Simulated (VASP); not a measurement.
# Al (I4/mmm) in VASP: a series of runs

Runs on Al. Level: PBEsol. Tasks: single point.

Program: VASP 6.6.1. These are calculated values, not measurements. Logs are shortened: lines on timing, memory, paths and dates and some standing lists are left out, and cuts for length are marked.

## 1. The cell of the first run

The structure is tetragonal, space group I4/mmm (No. 139). Conventional cell: a = 3.182 Å, b = 3.182 Å, c = 3.023 Å, α = 90.00°, β = 90.00°, γ = 90.00°. Within 3.6 Å of Al (site symmetry 4/mmm) lie 14 Al at 2.71 to 3.18 Å.

## 2. Single point, PBEsol (strain +0.000 along x and y, -0.050 along z)

INCAR reads:

```
SYSTEM = Al
PREC = Accurate
ENCUT = 520
EDIFF = 1E-6
ISMEAR = 0
SIGMA = 0.15
LREAL = .FALSE.
LASPH = .TRUE.
NELM = 60
ALGO = Normal
ISIF = 2
LWAVE = .FALSE.
LCHARG = .FALSE.
GGA = PS
NBANDS = 8
```

KPOINTS reads:

```
Automatic mesh
0
G
  20 20 20
  0 0 0
```

POSCAR reads:

```
Al
1.0
   -1.5912186900      1.5912186900      1.5116577555
    1.5912186900     -1.5912186900      1.5116577555
    1.5912186900      1.5912186900     -1.5116577555
Al
1
Direct
    0.0000000000      0.0000000000      0.0000000000
```

Potentials or basis: VASP PAW PBE potentials, release 64 (Al).

On the command line:

```console
$ cat potpaw_PBE.64/Al/POTCAR > POTCAR
$ mpirun -np 1 vasp_std > vasp.out
```

OUTCAR:

```text
SYSTEM = Al
   PREC = Accurate
   ENCUT = 520
   EDIFF = 1E-6
   ISMEAR = 0
   LREAL = .FALSE.
   LASPH = .TRUE.
   NELM = 60
   ISIF = 2
   GGA = PS

 ion  position               nearest neighbor table
   1  0.000  0.000  0.000-

  LATTYP: Found a body centered tetragonal cell.
 ALAT       =     3.1824373800
 C/A-ratio  =     0.9500000000

  Lattice vectors:

 A1 = (  -1.5912186900,   1.5912186900,   1.5116577555)
 A2 = (   1.5912186900,  -1.5912186900,   1.5116577555)
 A3 = (   1.5912186900,   1.5912186900,  -1.5116577555)

Analysis of symmetry for initial positions (statically):
=====================================================================
 Subroutine PRICEL returns:
 Original cell was already a primitive cell.

 Routine SETGRP: Setting up the symmetry group for a
 body centered tetragonal supercell.

 Subroutine GETGRP returns: Found 16 space group operations
 (whereof 16 operations were pure point group operations)
 out of a pool of 16 trial point group operations.

The static configuration has the point symmetry D_4h.

Analysis of symmetry for dynamics (positions and initial velocities):
=====================================================================
 Subroutine PRICEL returns:
 Original cell was already a primitive cell.

 Routine SETGRP: Setting up the symmetry group for a
 body centered tetragonal supercell.

 Subroutine GETGRP returns: Found 16 space group operations
 (whereof 16 operations were pure point group operations)
 out of a pool of 16 trial point group operations.

The dynamic configuration has the point symmetry D_4h.

 Subroutine INISYM returns: Found 16 space group operations
 (whereof 16 operations are pure point group operations),
 and found     1 'primitive' translations

----------------------------------------------------------------------------------------

                                     Primitive cell

  volume of cell :      15.3099

  direct lattice vectors                    reciprocal lattice vectors
    -1.591218690  1.591218690  1.511657755     0.000000000  0.314224565  0.330762700
     1.591218690 -1.591218690  1.511657755     0.314224565  0.000000000  0.330762700
     1.591218690  1.591218690 -1.511657755     0.314224565  0.314224565  0.000000000

  length of vectors
     2.710915530  2.710915530  2.710915530     0.456224770  0.456224770  0.444380641

  position of ions in fractional coordinates (direct lattice)
     0.000000000  0.000000000  0.000000000

  ion indices of the primitive-cell ions
   primitive index   ion index
                 1           1

----------------------------------------------------------------------------------------

 KPOINTS: Automatic mesh

Automatic generation of k-mesh.
 Grid dimensions read from file:
 generate k-points for:   20   20   20

 Generating k-lattice:

  Cartesian coordinates                     Fractional coordinates (reciprocal lattice)
     0.000000000  0.015711228  0.016538135     0.050000000  0.000000000  0.000000000
     0.015711228  0.000000000  0.016538135     0.000000000  0.050000000  0.000000000
     0.015711228  0.015711228  0.000000000     0.000000000  0.000000000  0.050000000

  Length of vectors
     0.022811238  0.022811238  0.022219032

  Shift w.r.t. Gamma in fractional coordinates (k-lattice)
     0.000000000  0.000000000  0.000000000

 Subroutine IBZKPT returns following result:
 ===========================================

 Found    641 irreducible k-points:

 Following reciprocal coordinates:
            Coordinates               Weight
  0.000000  0.000000  0.000000      1.000000
  0.050000 -0.000000  0.000000      8.000000
  0.100000  0.000000 -0.000000      8.000000
  0.150000 -0.000000  0.000000      8.000000
  0.200000  0.000000 -0.000000      8.000000
  0.250000  0.000000  0.000000      8.000000
[... 16 lines left out ...]
 -0.400000  0.050000 -0.000000     16.000000
 -0.350000  0.050000  0.000000     16.000000
 [... further k-points ...]
   k-points           NKPTS =    641   k-points in BZ     NKDIM =    641   number of bands    NBANDS=      8
   number of dos      NEDOS =    301   number of ions     NIONS =      1
   total plane-waves  NPLWV =   8000
   dimension x,y,z NGX =    20 NGY =   20 NGZ =   20
   dimension x,y,z NGXF=    40 NGYF=   40 NGZF=   40
   ions per type =               1
   NGX,Y,Z   is equivalent  to a cutoff of  12.26, 12.26, 12.26 a.u.
   NGXF,Y,Z  is equivalent  to a cutoff of  24.53, 24.53, 24.53 a.u.
 SYSTEM =  Al
   PREC   = accura    normal or accurate (medium, high low for compatibility)
   ISTART =      0    job   : 0-new  1-cont  2-samecut
   ICHARG =      2    charge: 1-file 2-atom 10-const
   ISPIN  =      1    spin polarized calculation?
   LNONCOLLINEAR =      F non collinear calculations
   LSORBIT =      F    spin-orbit coupling
   LASPH  =      T    aspherical Exc in radial PAW
   ENCUT  =  520.0 eV  38.22 Ry    6.18 a.u.   5.04  5.04  5.04*2*pi/ulx,y,z
   NELM   =     60;   NELMIN=  2; NELMDL= -5     # of ELM steps
   EDIFF  = 0.1E-05   stopping-criterion for ELM
   LREAL  =      F    real-space projection
   EDIFFG = 0.1E-04   stopping-criterion for IOM
   NSW    =      0    number of steps for IOM
   IBRION =     -1    ionic relax: 0-MD 1-quasi-New 2-CG
   NFREE  =      0    steps in history (QN), initial steepest desc. (CG)
   ISIF   =      2    stress and relaxation
   ISYM   =      2    0-nonsym 1-usesym 2-fastsym
   POTIM  = 0.5000    time-step for ionic-motion
   TEBEG  =    0.0;   TEEND  =   0.0 temperature during run
   PSTRESS=    0.0 pullay stress
   NELECT =       3.0000    total number of electrons
   NUPDOWN=      -1.0000    fix difference up-down
   EMIN   =  10.00;   EMAX   =-10.00  energy-range for DOS
   EFERMI =   0.00;   METHOD = LEGACY
   ISMEAR =     0;   SIGMA  =   0.15  broadening in eV -4-tet -1-fermi 0-gaus
   EFERMI_NEDOS =   21; number of points for ismear=-14 and -15
   IALGO  =     38    algorithm
   IMIX   =      4    mixing-type and parameters
     AMIX     =   0.40;   BMIX     =  1.00
     AMIX_MAG =   1.60;   BMIX_MAG =  1.00
  volume/ion in A,a.u.               =      15.31       103.32
  Fermi-wavevector in a.u.,A,eV,Ry     =   0.950877  1.796896 12.301931  0.904166
  Thomas-Fermi vector in A             =   2.079294
   LORBIT       =      0    0 simple, 1 ext, 2 COOP (PROOUT), +10 PAW based schemes
   GGA     = PS    functional components
   LHFCALC =     F    Hartree Fock is set to
   AEXX    =    0.0000 exact exchange contribution
   IVDW    =     0    specifies the selected vdW correction
   LEPSILON=     F    determine dielectric tensor
   LRPA    =     F    only Hartree local field effects (RPA)
 non-spin polarized calculation
 Gauss-broadening in eV      SIGMA  =   0.15
  energy-cutoff  :      520.00
  volume of cell :       15.31
 maximum number of plane-waves:       428
   NGX = 11   NGY = 11   NGZ = 11

 number of electron       3.0000000 magnetization

 Free energy of the ion-electron system (eV)
  ---------------------------------------------------
  ext. energy  EPLUGINS =         0.00000000
  ---------------------------------------------------
  free energy    TOTEN  =        -3.97347777 eV

  energy without entropy =       -3.96924690  energy(sigma->0) =       -3.97136233

 E-fermi :   8.7662     XC(G=0): -10.5368

 val. band max:        8.7644593913   @ k =  -0.1000  -0.3500   0.0500
 cond. band min:       8.7701912720   @ k =   0.5000   0.2000  -0.0000
 fundamental gap:      0.0057318806
 Fermi energy:         8.7661610584

 k-point     1 :       0.0000    0.0000    0.0000
  band No.  band energies     occupation
      1      -2.9013      2.00000
      2      21.6367      0.00000
      3      22.9282      0.00000
      4      22.9282      0.00000
      5      24.2132      0.00000
      6      24.2132      0.00000
      7      24.8601      0.00000
      8      25.0131      0.00000

 k-point     2 :       0.0500   -0.0000    0.0000
  band No.  band energies     occupation
      1      -2.8243      2.00000
      2      21.2410      0.00000
      3      21.9930      0.00000
      4      22.4646      0.00000
      5      23.6435      0.00000
      6      24.8363      0.00000
      7      24.9048      0.00000
      8      25.3116      0.00000

 k-point     3 :       0.1000    0.0000   -0.0000
  band No.  band energies     occupation
      1      -2.5935      2.00000
      2      20.0496      0.00000
      3      20.4617      0.00000
      4      21.5920      0.00000
      5      22.7115      0.00000
      6      24.4495      0.00000
      7      25.5127      0.00000
      8      26.0574      0.00000

 k-point     4 :       0.1500   -0.0000    0.0000
  band No.  band energies     occupation
      1      -2.2099      2.00000
      2      17.8580      0.00000
      3      19.6561      0.00000
      4      20.6530      0.00000
      5      21.8476      0.00000
      6      23.6474      0.00000
      7      26.0936      0.00000
      8      26.7147      0.00000

 k-point     5 :       0.2000    0.0000   -0.0000
  band No.  band energies     occupation
      1      -1.6747      2.00000
      2      15.6642      0.00000
      3      18.9232      0.00000
      4      19.7702      0.00000
      5      21.0692      0.00000
      6      22.9234      0.00000
      7      26.6408      0.00000
      8      27.3190      0.00000
[... 177 lines left out ...]
 k-point    22 :      -0.4500    0.0500   -0.0000
  band No.  band energies     occupation
      1       2.5614      2.00000
      2       7.0904      2.00000
      3      15.8212      0.00000
      4      17.4818      0.00000
      5      19.3987      0.00000
      6      21.5676      0.00000
      7      29.9859      0.00000
      8      31.0916      0.00000

 k-point    23 :      -0.4000    0.0500   -0.0000
  band No.  band energies     occupation
      1       1.3844      2.00000
      2       8.8062      0.70555
      3      16.0324      0.00000
      4      17.8036      0.00000
      5      19.6201      0.00000
      6      21.8768      0.00000
      7      29.2657      0.00000
      8      30.1702      0.00000

 k-point    24 :      -0.3500    0.0500    0.0000
  band No.  band energies     occupation
      1       0.3420      2.00000
      2      10.6516      0.00000
      3      16.3769      0.00000
      4      18.2526      0.00000
      5      19.9724      0.00000
      6      22.3013      0.00000
      7      28.3761      0.00000
      8      29.3288      0.00000

 [... further k-points ...]

------------------------ aborting loop because EDIFF is reached ----------------------------------------

  FORCE on cell =-STRESS in cart. coord.  units (eV):
  Direction    XX          YY          ZZ          XY          YZ          ZX
  --------------------------------------------------------------------------------------
  -------------------------------------------------------------------------------------
  Total        0.7269367      0.7269367      0.5382786      0.0000000      0.0000000      0.0000000
  in kB       76.0736001     76.0736001     56.3306093      0.0000000      0.0000000      0.0000000
  external PRESSURE =      69.4926032 kB  Pullay stress =       0.0000000 kB

 VOLUME and BASIS-vectors are now :
 -----------------------------------------------------------------------------
  energy-cutoff  :      520.00
  volume of cell :       15.31
      direct lattice vectors                 reciprocal lattice vectors
    -1.591218690  1.591218690  1.511657755     0.000000000  0.314224565  0.330762700
     1.591218690 -1.591218690  1.511657755     0.314224565  0.000000000  0.330762700
     1.591218690  1.591218690 -1.511657755     0.314224565  0.314224565  0.000000000

 POSITION                                       TOTAL-FORCE (eV/Angst)
 -----------------------------------------------------------------------------------
      0.00000      0.00000      0.00000         0.000000      0.000000      0.000000
 -----------------------------------------------------------------------------------
    total drift:                                0.000000     -0.000000     -0.000000

  FREE ENERGIE OF THE ION-ELECTRON SYSTEM (eV)
  ---------------------------------------------------
  free  energy   TOTEN  =        -3.9734777696 eV

  energy  without entropy=       -3.9692468955  energy(sigma->0) =       -3.97136233
```

Wall time 34 s (1 thread of Intel Xeon Platinum 8488C (Sapphire Rapids), shared host); peak memory 0.17 GiB.

What came out:

```yaml
Free_energy: -3.9735 eV
Pressure: 6.9 GPa
```

Stress tensor (GPa, compression positive):
```
7.61 0.00 0.00
0.00 7.61 0.00
0.00 0.00 5.63
```

Caveat: the cell differs from its parent crystal (strain +0.000 along x and y, -0.050 along z); the PAW data sets were made with another functional, which shifts forces and pressure a little.

## 3. Single point, PBEsol (strain -0.025 along x and y, +0.000 along z)

INCAR reads:

```
SYSTEM = Al
PREC = Accurate ; ENCUT = 520
EDIFF = 1E-6 ; ISMEAR = 0
SIGMA = 0.15 ; LREAL = .FALSE.
LASPH = .TRUE. ; NELM = 80
ALGO = Normal ; ISIF = 2
LWAVE = .FALSE. ; LCHARG = .FALSE.
GGA = PS ; NBANDS = 8
```

KPOINTS is that of step 2.

POSCAR reads:

```
Al
1.0
   -1.5514382228      1.5514382228      1.5912186900
    1.5514382228     -1.5514382228      1.5912186900
    1.5514382228      1.5514382228     -1.5912186900
Al
1
Direct
    0.0000000000      0.0000000000      0.0000000000
```

Potentials or basis: VASP PAW PBE potentials, release 64 (Al).

On the command line:

```console
$ cat potpaw_PBE.64/Al/POTCAR > POTCAR
$ mpirun -np 1 vasp_std > vasp.out
```

It took 45 s on 1 thread of Intel Xeon Platinum 8488C (Sapphire Rapids), shared host; peak memory 0.17 GiB.

The run converged. Its results:

* Free energy: -3.9712 eV
* Pressure: 6.9 GPa

Stress tensor (GPa, compression positive):
```
6.42 0.00 0.00
0.00 6.42 0.00
0.00 0.00 7.83
```

Levels at points of the mesh, in eV from the Fermi level:
| k point | band 1 | band 2 | band 3 | band 4 |
| --- | --- | --- | --- | --- |
| (0.00, 0.00, 0.00) | -11.66 | 13.50 | 13.50 | 14.11 |
| (0.50, 0.00, 0.00) | -4.65 | -4.03 | 8.61 | 8.91 |
| (0.50, 0.50, 0.00) | -4.52 | -3.79 | 8.06 | 8.40 |
| (0.50, 0.50, 0.50) | 1.51 | 2.24 | 2.24 | 2.67 |

Caveat: the cell differs from its parent crystal (strain -0.025 along x and y, +0.000 along z); the PAW data sets were made with another functional, which shifts forces and pressure a little.

## 4. Single point, PBEsol (strain +0.000 along x and y, -0.025 along z)

INCAR reads:

```
ALGO = Normal
EDIFF = 1E-6
ENCUT = 520
GGA = PS
ISIF = 2
ISMEAR = 0
LASPH = T
LCHARG = F
LREAL = F
LWAVE = F
NBANDS = 8
NELM = 60
PREC = Accurate
SIGMA = 0.15
```

KPOINTS reads:

```
k-points
0
Gamma
  20 20 20
```

POSCAR reads:

```
Al
1.0
   -1.5912186900      1.5912186900      1.5514382228
    1.5912186900     -1.5912186900      1.5514382228
    1.5912186900      1.5912186900     -1.5514382228
Al
1
Direct
    0.0000000000      0.0000000000      0.0000000000
```

On the command line:

```console
$ cat potpaw_PBE.64/Al/POTCAR > POTCAR
$ mpirun -np 1 vasp_std > vasp.out
```

It took 41 s on 1 thread of Intel Xeon Platinum 8488C (Sapphire Rapids), shared host; peak memory 0.17 GiB.

It converged, with:

* Free energy: -3.9850 eV
* Pressure: 4.4 GPa

Stress tensor (GPa, compression positive):
```
4.86 0.00 0.00
0.00 4.86 0.00
0.00 0.00 3.59
```

Levels at points of the mesh, in eV from the Fermi level:
```
           k point  band 1  band 2  band 3  band 4  band 5  band 6
(0.00, 0.00, 0.00)  -11.47   13.13   13.75   13.75   15.28   15.28
(0.50, 0.00, 0.00)   -4.46   -3.83    8.19    8.37   10.10   11.74
(0.50, 0.50, 0.00)   -4.59   -4.08    8.74    8.88   10.74   12.00
(0.50, 0.50, 0.50)    1.71    1.71    2.45    2.75    2.99    6.23
```

Caveat: the cell differs from its parent crystal (strain +0.000 along x and y, -0.025 along z); the PAW data sets were made with another functional, which shifts forces and pressure a little.

## 5. Overview

| cell | gap on the mesh (eV) | pressure (GPa) |
| --- | --- | --- |
| a = 2.711 Å, angles 108.1, 108.1, 112.2°, 1 atom | none | 6.9 |
| a = 2.710 Å, angles 110.2, 110.2, 108.1°, 1 atom | none | 6.9 |
| a = 2.733 Å, angles 108.8, 108.8, 110.8°, 1 atom | none | 4.4 |

Alike in all rows: task single point; level PBEsol; potentials or basis VASP PAW PBE potentials, release 64 (Al); no spin polarisation; k mesh 20 × 20 × 20; cutoff (eV) 520; smearing gaussian 0.15 eV.

Caveats: the PAW data sets were made with another functional, which shifts forces and pressure a little.

Absolute energies hang on the potentials; compare differences alone.
